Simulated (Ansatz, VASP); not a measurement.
**Two plane-wave programs on GeW3**

```
Ge W
1.0
     5.57380    0.00000    0.00000
    -2.78690    4.82705    0.00000
     0.00000    0.00000    4.68377
Ge W
2 6
Cartesian
  0.0000 3.2180 1.1709
  2.7869 1.6090 3.5128
  2.7869 3.2477 1.1709
  -1.4192 4.0374 3.5128
  1.3677 0.7897 1.1709
  0.0000 1.5793 3.5128
  4.2061 0.7897 1.1709
  1.4192 4.0374 3.5128
```

Change from the starting cell: species swapped into the ScCd3 type (P6_3/mmc, No. 194).

Alike in both runs: functional PBE; k mesh 12 × 12 × 8; occupations gaussian, width 0.1 eV; no spin polarisation.

Ansatz relaxed the structure, and its values are those at the end. VASP's run is a single point on that final structure, the one shown.

|  | VASP | Ansatz |
| --- | --- | --- |
| version | VASP 6.6.1 | Ansatz 0.2.0 |
| potentials or method | VASP PAW PBE potentials, release 64 (Ge_d, W_sv), cutoff 520 eV | scalar-relativistic, plane waves, PAW |
| valence electrons in the cell | 112 | 112 |

Ansatz gave:

| Property | Result |
| --- | --- |
| gap on the k mesh at the Fermi level (eV) | none |
| pressure (GPa) | 0.0 |
| rms of the force components (eV/Å) | 0.000 |

Question: What did VASP give for the same quantities?

Answer: gap on the k mesh at the Fermi level (eV): none; pressure (GPa): 0.5; rms of the force components (eV/Å): 0.005.

A gap of «none» marks a metal or a gap that the smearing closes. The functional is the same, so the differences come from potentials, cutoffs and numerics.

Neither program's run includes spin-orbit coupling.
